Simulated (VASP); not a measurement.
# Al2Cu (P4/mmm) in VASP: notebook

Al2Cu is run at these levels: PBEsol; tasks: single point.

Program: VASP 6.6.1. These are calculated values, not measurements. Logs are shortened: lines on timing, memory, paths and dates and some standing lists are left out, and cuts for length are marked.

## Step 1: The cell of the first run

The structure is tetragonal, space group P4/mmm (No. 123). The conventional cell has a = 4.021 Å, b = 4.021 Å, c = 2.832 Å, α = 90.00°, β = 90.00°, γ = 90.00°. Al (site symmetry mmm) has 4 Cu at 2.46 Å and 6 Al at 2.83 to 2.84 Å within 3.2 Å. Cu (site symmetry 4/mmm) has 8 Al at 2.46 Å and 2 Cu at 2.83 Å within 3.2 Å.

## Step 2: Single point, PBEsol

Contents of INCAR:

```
PREC = Accurate
ENCUT = 520
EDIFF = 1E-7
ISMEAR = 1
SIGMA = 0.05
LREAL = F
LASPH = T
NELM = 100
ALGO = Normal
ISIF = 2
LWAVE = F
LCHARG = F
GGA = PS
NBANDS = 16
```

Contents of KPOINTS:

```
regular mesh
0
Gamma
  7 7 10
```

Contents of POSCAR:

```
Al2Cu
1.0
    4.0213792609      0.0000000000      0.0000000000
    0.0000000000      4.0213792609      0.0000000000
    0.0000000000      0.0000000000      2.8322900507
Al Cu
2 1
Direct
    0.5000000000      0.0000000000      0.5000000000
    0.0000000000      0.5000000000      0.5000000000
    0.0000000000      0.0000000000      0.0000000000
```

Potentials or basis: VASP PAW PBE potentials, release 64 (Al, Cu).

Launch:

```bash
cat potpaw_PBE.64/Al/POTCAR potpaw_PBE.64/Cu/POTCAR > POTCAR
mpirun -np 1 vasp_std > vasp.out
```

OUTCAR:

```text
PREC = Accurate
   ENCUT = 520
   EDIFF = 1E-7
   ISMEAR = 1
   LREAL = F
   LASPH = T
   NELM = 100
   ISIF = 2
   GGA = PS

 ion  position               nearest neighbor table
   1  0.500  0.000  0.500-   3 2.46   3 2.46   3 2.46   3 2.46   2 2.84   2 2.84   2 2.84   2 2.84

   2  0.000  0.500  0.500-   3 2.46   3 2.46   3 2.46   3 2.46   1 2.84   1 2.84   1 2.84   1 2.84

   3  0.000  0.000  0.000-   1 2.46   2 2.46   1 2.46   2 2.46   2 2.46   2 2.46   1 2.46   1 2.46

  LATTYP: Found a simple tetragonal cell.
 ALAT       =     4.0213792609
 C/A-ratio  =     0.7043081159

  Lattice vectors:

 A1 = (   4.0213792609,   0.0000000000,   0.0000000000)
 A2 = (   0.0000000000,   4.0213792609,   0.0000000000)
 A3 = (   0.0000000000,   0.0000000000,   2.8322900507)

Analysis of symmetry for initial positions (statically):
=====================================================================
 Subroutine PRICEL returns:
 Original cell was already a primitive cell.

 Routine SETGRP: Setting up the symmetry group for a
 simple tetragonal supercell.

 Subroutine GETGRP returns: Found 16 space group operations
 (whereof 16 operations were pure point group operations)
 out of a pool of 16 trial point group operations.

The static configuration has the point symmetry D_4h.

Analysis of symmetry for dynamics (positions and initial velocities):
=====================================================================
 Subroutine PRICEL returns:
 Original cell was already a primitive cell.

 Routine SETGRP: Setting up the symmetry group for a
 simple tetragonal supercell.

 Subroutine GETGRP returns: Found 16 space group operations
 (whereof 16 operations were pure point group operations)
 out of a pool of 16 trial point group operations.

The dynamic configuration has the point symmetry D_4h.

 Subroutine INISYM returns: Found 16 space group operations
 (whereof 16 operations are pure point group operations),
 and found     1 'primitive' translations

----------------------------------------------------------------------------------------

                                     Primitive cell

  volume of cell :      45.8024

  direct lattice vectors                    reciprocal lattice vectors
     4.021379261  0.000000000  0.000000000     0.248670900  0.000000000  0.000000000
     0.000000000  4.021379261  0.000000000     0.000000000  0.248670900  0.000000000
     0.000000000  0.000000000  2.832290051     0.000000000  0.000000000  0.353071183

  length of vectors
     4.021379261  4.021379261  2.832290051     0.248670900  0.248670900  0.353071183

  position of ions in fractional coordinates (direct lattice)
     0.500000000  0.000000000  0.500000000
     0.000000000  0.500000000  0.500000000
     0.000000000  0.000000000  0.000000000

  ion indices of the primitive-cell ions
   primitive index   ion index
                 1           1
                 2           2
                 3           3

----------------------------------------------------------------------------------------

 KPOINTS: regular mesh

Automatic generation of k-mesh.
 Grid dimensions read from file:
 generate k-points for:    7    7   10

 Generating k-lattice:

  Cartesian coordinates                     Fractional coordinates (reciprocal lattice)
     0.035524414  0.000000000  0.000000000     0.142857143  0.000000000  0.000000000
     0.000000000  0.035524414  0.000000000     0.000000000  0.142857143  0.000000000
     0.000000000  0.000000000  0.035307118     0.000000000  0.000000000  0.100000000

  Length of vectors
     0.035524414  0.035524414  0.035307118

  Shift w.r.t. Gamma in fractional coordinates (k-lattice)
     0.000000000  0.000000000  0.000000000

 Subroutine IBZKPT returns following result:
 ===========================================

 Found     60 irreducible k-points:

 Following reciprocal coordinates:
            Coordinates               Weight
  0.000000  0.000000  0.000000      1.000000
  0.142857  0.000000  0.000000      4.000000
  0.285714  0.000000  0.000000      4.000000
  0.428571  0.000000  0.000000      4.000000
  0.142857  0.142857  0.000000      4.000000
  0.285714  0.142857  0.000000      8.000000
[... 16 lines left out ...]
  0.285714  0.000000  0.200000      8.000000
  0.428571  0.000000  0.200000      8.000000
 [... further k-points ...]
   k-points           NKPTS =     60   k-points in BZ     NKDIM =     60   number of bands    NBANDS=     16
   number of dos      NEDOS =    301   number of ions     NIONS =      3
   total plane-waves  NPLWV =  21600
   dimension x,y,z NGX =    30 NGY =   30 NGZ =   24
   dimension x,y,z NGXF=    60 NGYF=   60 NGZF=   48
   ions per type =               2   1
   NGX,Y,Z   is equivalent  to a cutoff of  12.40, 12.40, 14.09 a.u.
   NGXF,Y,Z  is equivalent  to a cutoff of  24.80, 24.80, 28.17 a.u.
 SYSTEM =  unknown system
   PREC   = accura    normal or accurate (medium, high low for compatibility)
   ISTART =      0    job   : 0-new  1-cont  2-samecut
   ICHARG =      2    charge: 1-file 2-atom 10-const
   ISPIN  =      1    spin polarized calculation?
   LNONCOLLINEAR =      F non collinear calculations
   LSORBIT =      F    spin-orbit coupling
   LASPH  =      T    aspherical Exc in radial PAW
   ENCUT  =  520.0 eV  38.22 Ry    6.18 a.u.   7.48  7.48  5.27*2*pi/ulx,y,z
   NELM   =    100;   NELMIN=  2; NELMDL= -5     # of ELM steps
   EDIFF  = 0.1E-06   stopping-criterion for ELM
   LREAL  =      F    real-space projection
   EDIFFG = 0.1E-05   stopping-criterion for IOM
   NSW    =      0    number of steps for IOM
   IBRION =     -1    ionic relax: 0-MD 1-quasi-New 2-CG
   NFREE  =      0    steps in history (QN), initial steepest desc. (CG)
   ISIF   =      2    stress and relaxation
   ISYM   =      2    0-nonsym 1-usesym 2-fastsym
   POTIM  = 0.5000    time-step for ionic-motion
   TEBEG  =    0.0;   TEEND  =   0.0 temperature during run
   PSTRESS=    0.0 pullay stress
   NELECT =      17.0000    total number of electrons
   NUPDOWN=      -1.0000    fix difference up-down
   EMIN   =  10.00;   EMAX   =-10.00  energy-range for DOS
   EFERMI =   0.00;   METHOD = LEGACY
   ISMEAR =     1;   SIGMA  =   0.05  broadening in eV -4-tet -1-fermi 0-gaus
   EFERMI_NEDOS =   21; number of points for ismear=-14 and -15
   IALGO  =     38    algorithm
   IMIX   =      4    mixing-type and parameters
     AMIX     =   0.40;   BMIX     =  1.00
     AMIX_MAG =   1.60;   BMIX_MAG =  1.00
  volume/ion in A,a.u.               =      15.27       103.03
  Fermi-wavevector in a.u.,A,eV,Ry     =   1.176509  2.223279 18.832819  1.384173
  Thomas-Fermi vector in A             =   2.312871
   LORBIT       =      0    0 simple, 1 ext, 2 COOP (PROOUT), +10 PAW based schemes
   GGA     = PS    functional components
   LHFCALC =     F    Hartree Fock is set to
   AEXX    =    0.0000 exact exchange contribution
   IVDW    =     0    specifies the selected vdW correction
   LEPSILON=     F    determine dielectric tensor
   LRPA    =     F    only Hartree local field effects (RPA)
 non-spin polarized calculation
 Methfessel and Paxton  Order N= 1 SIGMA  =   0.05
  energy-cutoff  :      520.00
  volume of cell :       45.80
 maximum number of plane-waves:      1255
 NGX is ok and might be reduce to    30
   NGX = 15   NGY = 15   NGZ = 11

 number of electron      17.0000012 magnetization

 Free energy of the ion-electron system (eV)
  ---------------------------------------------------
  ext. energy  EPLUGINS =         0.00000000
  ---------------------------------------------------
  free energy    TOTEN  =       -12.52938499 eV

  energy without entropy =      -12.52920012  energy(sigma->0) =      -12.52932337

 E-fermi :   7.6093     XC(G=0): -10.7431

 val. band max:        7.5895535879   @ k =   0.1429   0.0000   0.3000
 cond. band min:       7.6127179375   @ k =   0.4286   0.1429   0.0000
 fundamental gap:      0.0231643496
 Fermi energy:         7.6093143891

 k-point     1 :       0.0000    0.0000    0.0000
  band No.  band energies     occupation
      1      -3.2344      2.00000
      2       2.0333      2.00000
      3       2.5021      2.00000
      4       3.2196      2.00000
      5       3.4399      2.00000
      6       3.4399      2.00000
[... 8 lines left out ...]
     15      14.9620      0.00000
     16      20.8432      0.00000

 k-point     2 :       0.1429    0.0000    0.0000
  band No.  band energies     occupation
      1      -3.0556      2.00000
      2       1.9212      2.00000
      3       2.4635      2.00000
      4       3.1670      2.00000
      5       3.4339      2.00000
      6       3.4410      2.00000
[... 8 lines left out ...]
     15      17.0266      0.00000
     16      20.1061      0.00000

 k-point     3 :       0.2857    0.0000    0.0000
  band No.  band energies     occupation
      1      -2.5376      2.00000
      2       1.1819      2.00000
      3       2.4284      2.00000
      4       3.0674      2.00000
      5       3.3540      2.00000
      6       3.4205      2.00000
[... 8 lines left out ...]
     15      18.7270      0.00000
     16      19.7924      0.00000

 k-point     4 :       0.4286    0.0000    0.0000
  band No.  band energies     occupation
      1      -1.8105      2.00000
      2       0.0483      2.00000
      3       2.4472      2.00000
      4       3.0005      2.00000
      5       3.1700      2.00000
      6       3.4098      2.00000
[... 8 lines left out ...]
     15      17.5705      0.00000
     16      19.5029      0.00000
[... 324 lines left out ...]
 k-point    22 :       0.1429    0.0000    0.2000
  band No.  band energies     occupation
      1      -2.3052      2.00000
      2       2.1550      2.00000
      3       2.7161      2.00000
      4       2.9391      2.00000
      5       2.9425      2.00000
      6       3.2558      2.00000
[... 8 lines left out ...]
     15      17.2068      0.00000
     16      17.7799      0.00000

 k-point    23 :       0.2857    0.0000    0.2000
  band No.  band energies     occupation
      1      -1.7928      2.00000
      2       1.5804      2.00000
      3       2.6668      2.00000
      4       2.9681      2.00000
      5       3.0200      2.00000
      6       3.1838      2.00000
[... 8 lines left out ...]
     15      17.9085      0.00000
     16      18.9758      0.00000

 k-point    24 :       0.4286    0.0000    0.2000
  band No.  band energies     occupation
      1      -1.0621      2.00000
      2       0.5857      2.00000
      3       2.6695      2.00000
      4       2.9994      2.00000
      5       3.1189      2.00000
      6       3.1743      2.00000
[... 8 lines left out ...]
     15      18.6126      0.00000
     16      19.2902      0.00000

 [... further k-points ...]

------------------------ aborting loop because EDIFF is reached ----------------------------------------

  FORCE on cell =-STRESS in cart. coord.  units (eV):
  Direction    XX          YY          ZZ          XY          YZ          ZX
  --------------------------------------------------------------------------------------
  -------------------------------------------------------------------------------------
  Total        1.2051414      1.2051414      1.0782759      0.0000000      0.0000000      0.0000000
  in kB       42.1561369     42.1561369     37.7183514      0.0000000      0.0000000      0.0000000
  external PRESSURE =      40.6768751 kB  Pullay stress =       0.0000000 kB

 VOLUME and BASIS-vectors are now :
 -----------------------------------------------------------------------------
  energy-cutoff  :      520.00
  volume of cell :       45.80
      direct lattice vectors                 reciprocal lattice vectors
     4.021379261  0.000000000  0.000000000     0.248670900  0.000000000  0.000000000
     0.000000000  4.021379261  0.000000000     0.000000000  0.248670900  0.000000000
     0.000000000  0.000000000  2.832290051     0.000000000  0.000000000  0.353071183

 POSITION                                       TOTAL-FORCE (eV/Angst)
 -----------------------------------------------------------------------------------
      2.01069      0.00000      1.41615         0.000000      0.000000      0.000000
      0.00000      2.01069      1.41615         0.000000      0.000000      0.000000
      0.00000      0.00000      0.00000         0.000000      0.000000      0.000000
 -----------------------------------------------------------------------------------
    total drift:                                0.000000      0.000000      0.000000

  FREE ENERGIE OF THE ION-ELECTRON SYSTEM (eV)
  ---------------------------------------------------
  free  energy   TOTEN  =       -12.5293849931 eV

  energy  without entropy=      -12.5292001161  energy(sigma->0) =      -12.52932337
```

It took 50 s on 1 thread of Intel Xeon Platinum 8375C at 2.90GHz (Ice Lake), shared host; peak memory 0.18 GiB.

Results:

| Property | Result |
| --- | --- |
| Free energy | -12.5294 eV |
| Pressure | 4.1 GPa |
| Band gap on the k mesh | zero (an odd number of electrons rules out a gap without spin polarisation) |

Caveat: the cell stands under pressure; the PAW data sets were made with another functional, which shifts forces and pressure a little.

(Part 1 of 3 ends here.)
